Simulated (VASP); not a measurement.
Cu: single point with PBEsol

Crystal: Cu.

```xyz
1
Lattice="-1.4338 1.4338 1.3761 1.4338 -1.4338 1.3761 1.4518 1.4518 -1.3761" Properties=species:S:1:pos:R:3 pbc="T T T"
Cu    0.0000    0.0000    0.0000
```

This cell differs from its parent crystal: strain +0.0125 x Voigt [0, 0, 0, 0, 0, 1].

```yaml
Program: VASP 6.6.1
Task: single point
Functional: PBEsol
Potentials_or_basis: VASP PAW PBE potentials, release 64 (Cu)
Cutoff: 520 eV
k_mesh: 24 × 24 × 24
Occupations: gaussian, width 0.15 eV
Spin: no spin polarisation
Dipole_correction: no
Further_INCAR_settings: ALGO = Fast; EDIFF = 1e-06; NBANDS = 12
```

```json
{
 "Pressure": "-0.5 GPa"
}
```

Stress tensor (GPa, compression positive):
```
-0.49 -1.40  0.00
-1.40 -0.49  0.00
 0.00  0.00 -0.61
```

Levels at points of the mesh, in eV from the Fermi level:
| k point | band 3 | band 4 | band 5 | band 6 | band 7 | band 8 | band 9 | band 10 |
| --- | --- | --- | --- | --- | --- | --- | --- | --- |
| (0.00, 0.00, 0.00) | -3.17 | -3.09 | -2.25 | -2.04 | 24.58 | 25.11 | 26.10 | 28.72 |
| (0.50, 0.00, 0.00) | -2.16 | -1.94 | -1.37 | -0.57 | 4.68 | 17.15 | 17.62 | 21.32 |
| (0.50, 0.50, 0.00) | -2.34 | -2.10 | -1.37 | -0.84 | 4.30 | 18.49 | 18.71 | 22.40 |
| (0.00, 0.00, 0.50) | -2.31 | -2.05 | -1.41 | -1.03 | 4.02 | 18.67 | 18.99 | 22.60 |
| (0.50, 0.50, 0.50) | -1.59 | -1.54 | -1.51 | 7.66 | 7.73 | 9.54 | 13.35 | 13.98 |

It took 3.3 min on 1 thread of Intel(R) Xeon(R) Platinum 8259CL CPU @ 2.50GHz (Skylake/Cascade Lake) (shared host), peak memory 0.35 GiB.

Caveat: the cell differs from its parent crystal (strain +0.0125 x Voigt [0, 0, 0, 0, 0, 1]); the PAW data sets were made with another functional, which shifts forces and pressure a little.
